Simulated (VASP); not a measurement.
# WSe2 (P6_3/mmc) in VASP: notebook

Runs on WSe2. Level: PBEsol+D3(BJ). Tasks: single point.

Everything below comes from runs of VASP 6.6.1. Logs are shortened: lines on timing, memory, paths and dates and some standing lists are left out, and cuts for length are marked.

### Step 1. The cell of the first run

Symmetry: P6_3/mmc, No. 194, hexagonal system. The conventional cell has a = 3.118 Å, b = 3.118 Å, c = 11.724 Å, α = 90.00°, β = 90.00°, γ = 120.00°. W (site symmetry -6m2) has 6 Se at 2.47 Å and 6 W at 3.12 Å within 3.3 Å. Within 3.3 Å of Se (site symmetry 3m) lie 3 W at 2.47 Å and 9 Se at 3.06 to 3.12 Å.

### Step 2. Single point, PBEsol+D3(BJ) (volume scaled by 0.88, then relaxed in part)

INCAR

```
PREC = Accurate
ENCUT = 520
EDIFF = 1E-7
ISMEAR = 0
SIGMA = 0.02
LREAL = False
LASPH = True
NELM = 100
ALGO = Normal
ISIF = 2
LWAVE = False
LCHARG = True
GGA = PS
IVDW = 12
LELF = True
LVHAR = True
NBANDS = 35
```

KPOINTS

```
regular mesh
0
Gamma
  12 12 2
```

POSCAR

```
WSe2
1.0
    3.1183610484      0.0000000000      0.0000000000
   -1.5591805242      2.7005798861      0.0000000000
    0.0000000000      0.0000000000     11.7242956699
W Se
2 4
Direct
    0.3333333333      0.6666666667      0.2500000000
    0.6666666667      0.3333333333      0.7500000000
    0.3333333333      0.6666666667      0.6054821268
    0.6666666667      0.3333333333      0.1054821268
    0.3333333333      0.6666666667      0.8945178732
    0.6666666667      0.3333333333      0.3945178732
```

Potentials or basis: VASP PAW PBE potentials, release 64 (W_sv, Se).

Command:

```bash
$ cat potpaw_PBE.64/W_sv/POTCAR potpaw_PBE.64/Se/POTCAR > POTCAR
$ mpirun -np 1 vasp_std > vasp.out
```

OUTCAR:

```text
PREC = Accurate
   ENCUT = 520
   EDIFF = 1E-7
   ISMEAR = 0
   LREAL = False
   LASPH = True
   NELM = 100
   ISIF = 2
   GGA = PS
   IVDW = 12
 IVDW          = 12

 ion  position               nearest neighbor table
   1  0.333  0.667  0.250-   4 2.47   6 2.47   4 2.47   6 2.47   4 2.47   6 2.47
   2  0.667  0.333  0.750-   3 2.47   5 2.47   3 2.47   5 2.47   3 2.47   5 2.47
   3  0.333  0.667  0.605-   2 2.47   2 2.47   2 2.47
   4  0.667  0.333  0.105-   1 2.47   1 2.47   1 2.47
   5  0.333  0.667  0.895-   2 2.47   2 2.47   2 2.47
   6  0.667  0.333  0.395-   1 2.47   1 2.47   1 2.47

  LATTYP: Found a hexagonal cell.
 ALAT       =     3.1183610484
 C/A-ratio  =     3.7597620955

  Lattice vectors:

 A1 = (   3.1183610484,   0.0000000000,   0.0000000000)
 A2 = (  -1.5591805242,   2.7005798861,   0.0000000000)
 A3 = (   0.0000000000,   0.0000000000,  11.7242956699)

Analysis of symmetry for initial positions (statically):
=====================================================================
 Subroutine PRICEL returns:
 Original cell was already a primitive cell.

 Routine SETGRP: Setting up the symmetry group for a
 hexagonal supercell.

 Subroutine GETGRP returns: Found 24 space group operations
 (whereof 12 operations were pure point group operations)
 out of a pool of 24 trial point group operations.

The static configuration has the point symmetry D_3d.
 The point group associated with its full space group is D_6h.

Analysis of symmetry for dynamics (positions and initial velocities):
=====================================================================
 Subroutine PRICEL returns:
 Original cell was already a primitive cell.

 Routine SETGRP: Setting up the symmetry group for a
 hexagonal supercell.

 Subroutine GETGRP returns: Found 24 space group operations
 (whereof 12 operations were pure point group operations)
 out of a pool of 24 trial point group operations.

The dynamic configuration has the point symmetry D_3d.
 The point group associated with its full space group is D_6h.

 Subroutine INISYM returns: Found 24 space group operations
 (whereof 12 operations are pure point group operations),
 and found     1 'primitive' translations

----------------------------------------------------------------------------------------

                                     Primitive cell

  volume of cell :      98.7348

[... 97 lines left out ...]
   LREAL  =      F    real-space projection
   EDIFFG = 0.1E-05   stopping-criterion for IOM
   NSW    =      0    number of steps for IOM
   IBRION =     -1    ionic relax: 0-MD 1-quasi-New 2-CG
   NFREE  =      0    steps in history (QN), initial steepest desc. (CG)
   ISIF   =      2    stress and relaxation
   ISYM   =      2    0-nonsym 1-usesym 2-fastsym
   POTIM  = 0.5000    time-step for ionic-motion
   TEBEG  =    0.0;   TEEND  =   0.0 temperature during run
   PSTRESS=    0.0 pullay stress
   NELECT =      52.0000    total number of electrons
   NUPDOWN=      -1.0000    fix difference up-down
   EMIN   =  10.00;   EMAX   =-10.00  energy-range for DOS
   EFERMI =   0.00;   METHOD = LEGACY
   ISMEAR =     0;   SIGMA  =   0.02  broadening in eV -4-tet -1-fermi 0-gaus
   EFERMI_NEDOS =   21; number of points for ismear=-14 and -15
   IALGO  =     38    algorithm
   IMIX   =      4    mixing-type and parameters
     AMIX     =   0.40;   BMIX     =  1.00
     AMIX_MAG =   1.60;   BMIX_MAG =  1.00
  volume/ion in A,a.u.               =      16.46       111.05
  Fermi-wavevector in a.u.,A,eV,Ry     =   1.322064  2.498339 23.780994  1.747854
  Thomas-Fermi vector in A             =   2.451773
   LORBIT       =      0    0 simple, 1 ext, 2 COOP (PROOUT), +10 PAW based schemes
   GGA     = PS    functional components
   LHFCALC =     F    Hartree Fock is set to
   AEXX    =    0.0000 exact exchange contribution
   IVDW    =    12    specifies the selected vdW correction
   LEPSILON=     F    determine dielectric tensor
   LRPA    =     F    only Hartree local field effects (RPA)
 non-spin polarized calculation
 Gauss-broadening in eV      SIGMA  =   0.02
  energy-cutoff  :      520.00
  volume of cell :       98.73
 maximum number of plane-waves:      2680
 NGX is ok and might be reduce to    24
   NGX = 11   NGY = 11   NGZ = 43

 number of electron      51.9999996 magnetization

 Free energy of the ion-electron system (eV)
  ---------------------------------------------------
  ext. energy  EPLUGINS =         0.00000000
  ---------------------------------------------------
  free energy    TOTEN  =       -45.48547021 eV

  energy without entropy =      -45.48547021  energy(sigma->0) =      -45.48547021

 E-fermi :   9.1786     XC(G=0): -12.1241

 val. band max:        9.0337543579   @ k =   0.0000   0.0000   0.0000
 cond. band min:       9.2682484389   @ k =   0.1667   0.1667   0.0000
 fundamental gap:      0.2344940810
 Fermi energy:         9.1786111997

 k-point     1 :       0.0000    0.0000    0.0000
  band No.  band energies     occupation
      1     -65.3385      2.00000
      2     -65.3385      2.00000
      3     -29.7432      2.00000
      4     -29.7429      2.00000
      5     -29.4290      2.00000
      6     -29.4290      2.00000
[... 901 lines left out ...]
     34      13.0869      0.00000
     35      14.1875      0.00000

 [... further k-points ...]

------------------------ aborting loop because EDIFF is reached ----------------------------------------

 Edisp (eV)   -3.26668

 E8    (eV) :    -2.1995

  FORCE on cell =-STRESS in cart. coord.  units (eV):
  Direction    XX          YY          ZZ          XY          YZ          ZX
  --------------------------------------------------------------------------------------
  -------------------------------------------------------------------------------------
  Total       9.30898     9.30898     9.47836     0.00000    -0.00000     0.00000
  in kB     151.05764   151.05764   153.80609     0.00000    -0.00000     0.00000
  external pressure =      151.97 kB  Pullay stress =        0.00 kB

 VOLUME and BASIS-vectors are now :
 -----------------------------------------------------------------------------
  energy-cutoff  :      520.00
  volume of cell :       98.73
      direct lattice vectors                 reciprocal lattice vectors
     3.118361048  0.000000000  0.000000000     0.320681276  0.185145421  0.000000000
    -1.559180524  2.700579886  0.000000000     0.000000000  0.370290842  0.000000000
     0.000000000  0.000000000 11.724295670     0.000000000  0.000000000  0.085292970

 POSITION                                       TOTAL-FORCE (eV/Angst)
 -----------------------------------------------------------------------------------
     -0.00000      1.80039      2.93107        -0.000000      0.000000      0.000000
      1.55918      0.90019      8.79322        -0.000000      0.000000      0.000000
     -0.00000      1.80039      7.09885         0.000000      0.000000     -0.076949
      1.55918      0.90019      1.23670        -0.000000     -0.000000     -0.076949
     -0.00000      1.80039     10.48759         0.000000      0.000000      0.076949
      1.55918      0.90019      4.62544        -0.000000     -0.000000      0.076949
 -----------------------------------------------------------------------------------
    total drift:                               -0.000000      0.000000     -0.000000

  FREE ENERGIE OF THE ION-ELECTRON SYSTEM (eV)
  ---------------------------------------------------
  free  energy   TOTEN  =       -48.7521522925 eV

  energy  without entropy=      -48.7521522925  energy(sigma->0) =      -48.75215229
```

Run time: 81 s. Hardware: 1 thread of Intel Xeon 6975P-C (Granite Rapids), shared host; peak memory 0.28 GiB.

Results:

```yaml
Free_energy: -48.7522 eV
Pressure: 15.2 GPa
Largest_force: 0.077 eV/Å
Band_gap_on_the_k_mesh: 0.23 eV, indirect (least direct gap 0.92 eV)
Dispersion_energy_per_atom: -0.544 eV
```

Forces in eV/Å, atoms in the order of the input:
```
W    0.000  0.000  0.000
W    0.000  0.000  0.000
Se   0.000  0.000 -0.077
Se   0.000  0.000 -0.077
Se   0.000  0.000  0.077
Se   0.000  0.000  0.077
```

Levels at points of the mesh, in eV from the valence-band top:
| k point | band 24 | band 25 | band 26 | band 27 | band 28 | band 29 |
| --- | --- | --- | --- | --- | --- | --- |
| (0.00, 0.00, 0.00) | -1.46 | -0.34 | 0.00 | 2.49 | 2.49 | 2.66 |
| (0.50, 0.00, 0.00) | -1.83 | -1.81 | -0.83 | 1.90 | 2.48 | 2.57 |
| (0.00, 0.00, 0.50) | -1.57 | -0.09 | -0.09 | 2.57 | 2.57 | 2.57 |
| (0.50, 0.00, 0.50) | -1.92 | -1.32 | -1.32 | 2.50 | 2.50 | 2.52 |

Caveat: the PAW data sets were made with another functional, which shifts forces and pressure a little; spin-orbit coupling is left out, which moves the levels of the heavy elements. A k mesh can miss the band edges.

### Step 3. Single point, PBEsol+D3(BJ) (volume scaled by 0.91, then relaxed in part)

INCAR

```
PREC = Accurate
ENCUT = 520
EDIFF = 1E-6
ISMEAR = 0
SIGMA = 0.02
LREAL = False
LASPH = True
NELM = 100
ALGO = Normal
ISIF = 2
LWAVE = False
LCHARG = False
GGA = PS
IVDW = 12
NBANDS = 35
```

KPOINTS

```
Automatic mesh
0
Gamma
  12 12 2
```

POSCAR

```
WSe2
1.0
    3.1514409343      0.0000000000      0.0000000000
   -1.5757204672      2.7292279076      0.0000000000
    0.0000000000      0.0000000000     11.8707984901
W Se
2 4
Direct
    0.3333333333      0.6666666667      0.2500000000
    0.6666666667      0.3333333333      0.7500000000
    0.3333333333      0.6666666667      0.6075618915
    0.6666666667      0.3333333333      0.1075618915
    0.3333333333      0.6666666667      0.8924381085
    0.6666666667      0.3333333333      0.3924381085
```

Potentials or basis: VASP PAW PBE potentials, release 64 (W_sv, Se).

Command:

```bash
$ cat potpaw_PBE.64/W_sv/POTCAR potpaw_PBE.64/Se/POTCAR > POTCAR
$ mpirun -np 1 vasp_std > vasp.out
```

OUTCAR:

```text
PREC = Accurate
   ENCUT = 520
   EDIFF = 1E-6
   ISMEAR = 0
   LREAL = False
   LASPH = True
   NELM = 100
   ISIF = 2
   GGA = PS
   IVDW = 12
 IVDW          = 12

 ion  position               nearest neighbor table
   1  0.333  0.667  0.250-   4 2.48   6 2.48   4 2.48   6 2.48   4 2.48   6 2.48
   2  0.667  0.333  0.750-   3 2.48   5 2.48   3 2.48   5 2.48   3 2.48   5 2.48
   3  0.333  0.667  0.608-   2 2.48   2 2.48   2 2.48
   4  0.667  0.333  0.108-   1 2.48   1 2.48   1 2.48
   5  0.333  0.667  0.892-   2 2.48   2 2.48   2 2.48
   6  0.667  0.333  0.392-   1 2.48   1 2.48   1 2.48

  LATTYP: Found a hexagonal cell.
 ALAT       =     3.1514409343
 C/A-ratio  =     3.7667843814

  Lattice vectors:

 A1 = (   3.1514409343,   0.0000000000,   0.0000000000)
 A2 = (  -1.5757204672,   2.7292279076,   0.0000000000)
 A3 = (   0.0000000000,   0.0000000000,  11.8707984901)

Analysis of symmetry for initial positions (statically):
=====================================================================
 Subroutine PRICEL returns:
 Original cell was already a primitive cell.

 Routine SETGRP: Setting up the symmetry group for a
 hexagonal supercell.

 Subroutine GETGRP returns: Found 24 space group operations
 (whereof 12 operations were pure point group operations)
 out of a pool of 24 trial point group operations.

The static configuration has the point symmetry D_3d.
 The point group associated with its full space group is D_6h.

Analysis of symmetry for dynamics (positions and initial velocities):
=====================================================================
 Subroutine PRICEL returns:
 Original cell was already a primitive cell.

 Routine SETGRP: Setting up the symmetry group for a
 hexagonal supercell.

 Subroutine GETGRP returns: Found 24 space group operations
 (whereof 12 operations were pure point group operations)
 out of a pool of 24 trial point group operations.

[... 131 lines left out ...]
  Fermi-wavevector in a.u.,A,eV,Ry     =   1.307373  2.470577 23.255421  1.709225
  Thomas-Fermi vector in A             =   2.438112
   LORBIT       =      0    0 simple, 1 ext, 2 COOP (PROOUT), +10 PAW based schemes
   GGA     = PS    functional components
   LHFCALC =     F    Hartree Fock is set to
   AEXX    =    0.0000 exact exchange contribution
   IVDW    =    12    specifies the selected vdW correction
   LEPSILON=     F    determine dielectric tensor
   LRPA    =     F    only Hartree local field effects (RPA)
 non-spin polarized calculation
 Gauss-broadening in eV      SIGMA  =   0.02
  energy-cutoff  :      520.00
  volume of cell :      102.10
 maximum number of plane-waves:      2778
 NGX is ok and might be reduce to    24
   NGX = 11   NGY = 11   NGZ = 45

 number of electron      51.9999996 magnetization

 Free energy of the ion-electron system (eV)
  ---------------------------------------------------
  ext. energy  EPLUGINS =         0.00000000
  ---------------------------------------------------
  free energy    TOTEN  =       -45.85476226 eV

  energy without entropy =      -45.85476226  energy(sigma->0) =      -45.85476226

 E-fermi :   8.7059     XC(G=0): -11.9355

 val. band max:        8.5229251971   @ k =   0.0000   0.0000   0.0000
 cond. band min:       8.8840976568   @ k =   0.1667   0.1667   0.0000
 fundamental gap:      0.3611724597
 Fermi energy:         8.7058726440

 k-point     1 :       0.0000    0.0000    0.0000
  band No.  band energies     occupation
      1     -65.8382      2.00000
      2     -65.8382      2.00000
      3     -30.2089      2.00000
      4     -30.2087      2.00000
      5     -29.9361      2.00000
      6     -29.9361      2.00000
[... 901 lines left out ...]
     34      12.5415      0.00000
     35      13.7474      0.00000

 [... further k-points ...]

------------------------ aborting loop because EDIFF is reached ----------------------------------------

 Edisp (eV)   -3.15584

 E8    (eV) :    -2.1245

  FORCE on cell =-STRESS in cart. coord.  units (eV):
  Direction    XX          YY          ZZ          XY          YZ          ZX
  --------------------------------------------------------------------------------------
  -------------------------------------------------------------------------------------
  Total       6.43550     6.43550     6.60830    -0.00000     0.00000     0.00000
  in kB     100.98672   100.98672   103.69829    -0.00000     0.00000     0.00000
  external pressure =      101.89 kB  Pullay stress =        0.00 kB

 VOLUME and BASIS-vectors are now :
 -----------------------------------------------------------------------------
  energy-cutoff  :      520.00
  volume of cell :      102.10
      direct lattice vectors                 reciprocal lattice vectors
     3.151440934  0.000000000  0.000000000     0.317315165  0.183201996  0.000000000
    -1.575720467  2.729227908  0.000000000     0.000000000  0.366403992  0.000000000
     0.000000000  0.000000000 11.870798490     0.000000000  0.000000000  0.084240332

 POSITION                                       TOTAL-FORCE (eV/Angst)
 -----------------------------------------------------------------------------------
     -0.00000      1.81949      2.96770        -0.000000     -0.000000     -0.000000
      1.57572      0.90974      8.90310        -0.000000      0.000000     -0.000000
     -0.00000      1.81949      7.21224         0.000000     -0.000000     -0.072159
      1.57572      0.90974      1.27685         0.000000      0.000000     -0.072159
     -0.00000      1.81949     10.59395         0.000000     -0.000000      0.072159
      1.57572      0.90974      4.65855         0.000000      0.000000      0.072159
 -----------------------------------------------------------------------------------
    total drift:                                0.000000     -0.000000      0.000000

  FREE ENERGIE OF THE ION-ELECTRON SYSTEM (eV)
  ---------------------------------------------------
  free  energy   TOTEN  =       -49.0105987097 eV

  energy  without entropy=      -49.0105987097  energy(sigma->0) =      -49.01059871
```

stdout:

```text
POSCAR found type information on POSCAR W Se
 POSCAR found :  2 types and       6 ions
 scaLAPACK will be used
 -----------------------------------------------------------------------------
|                                                                             |
|                                                                             |
|     You enforced a specific xc type in the INCAR file but a different       |
|     I HOPE YOU KNOW WHAT YOU ARE DOING!                                     |
|                                                                             |
 -----------------------------------------------------------------------------

 LDA part: xc-table for (Slater+PW92), standard interpolation
 POSCAR, INCAR and KPOINTS ok, starting setup
 FFT: planning ... GRIDC
 FFT: planning ... GRID_SOFT
 FFT: planning ... GRID
 WAVECAR not read
 entering main loop
```

Wall time 74 s (1 thread of Intel Xeon 6975P-C (Granite Rapids), shared host); peak memory 0.29 GiB.

Results:

```
Free energy                : -49.0106 eV
Pressure                   : 10.2 GPa
Largest force              : 0.072 eV/Å
Band gap on the k mesh     : 0.36 eV, indirect (least direct gap 1.11 eV)
Dispersion energy per atom : -0.526 eV
```

Forces in eV/Å, atoms in the order of the input:
```
W    0.000  0.000  0.000
W    0.000  0.000  0.000
Se   0.000  0.000 -0.072
Se   0.000  0.000 -0.072
Se   0.000  0.000  0.072
Se   0.000  0.000  0.072
```

Caveat: the PAW data sets were made with another functional, which shifts forces and pressure a little; spin-orbit coupling is left out, which moves the levels of the heavy elements. A k mesh can miss the band edges.
